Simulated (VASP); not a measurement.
## Si8GeSb3S2: single point with PBE+D3(BJ)

The system is Si8GeSb3S2.

```
CELL_PARAMETERS angstrom
6.98443 -0.04084 -0.00687
-0.04084 6.84421 -0.22027
-0.00687 -0.22027 7.09888
ATOMIC_POSITIONS crystal
Ge 0.47391 0.51542 0.72499
S 0.51113 0.79608 0.51459
S 0.38309 0.50700 0.11859
Sb 0.99187 0.44505 0.55107
Sb 0.21786 0.11739 0.14325
Sb 0.86677 0.82481 0.28661
Si 0.36557 0.80126 0.25032
Si 0.59460 0.98293 0.02517
Si 0.98196 0.74541 0.77730
Si 0.84089 0.18928 0.14663
Si 0.29174 0.24266 0.56646
Si 0.74971 0.02195 0.73086
Si 0.26604 0.98755 0.77917
Si 0.71772 0.65137 0.95558
```

```
Program             : VASP 6.6.1
Task                : single point
Functional          : PBE
Dispersion          : D3(BJ)
Potentials or basis : VASP PAW PBE potentials, release 64 (Ge_d, S, Sb, Si)
Cutoff              : 520 eV
k mesh              : 1 × 1 × 1, shifted
Occupations         : fermi-dirac, width 0.1637 eV
Spin                : no spin polarisation
```

- Pressure: -0.3 GPa
- Largest force: 1.550 eV/Å
- Dispersion energy per atom: -0.339 eV

Forces in eV/Å, atoms in the order of the input:
```
Ge   0.108  0.119  0.280
S    0.132  0.094  0.190
S   -0.342  0.593  0.290
Sb  -1.188 -0.166 -0.241
Sb   0.077  0.828  0.017
Sb   0.412  0.017  0.498
Si  -0.023 -0.963 -1.215
Si  -0.763 -0.658  0.343
Si   0.885  0.634 -0.345
Si  -0.110  0.582 -0.131
Si   0.627 -0.470 -0.097
Si   0.749  0.071 -0.156
Si  -0.358 -0.535  0.195
Si  -0.204 -0.147  0.373
```

Stress tensor (GPa, compression positive):
```
 0.54  0.22  1.28
 0.22 -0.68  1.09
 1.28  1.09 -0.75
```

Levels at points of the mesh, in eV from the Fermi level:
```tsv
k point	band 33	band 34	band 35	band 36	band 37	band 38	band 39	band 40
(0.25, 0.25, 0.25)	-1.27	-0.89	-0.59	-0.23	0.02	0.21	0.52	0.93
```

It took 44 s on 1 thread of Intel(R) Xeon(R) Platinum 8488C (Sapphire Rapids) (shared host), peak memory 0.37 GiB.

Caveat: the k points lie up to 0.92 Å⁻¹ apart; spin-orbit coupling is left out, which moves the levels of the heavy elements.
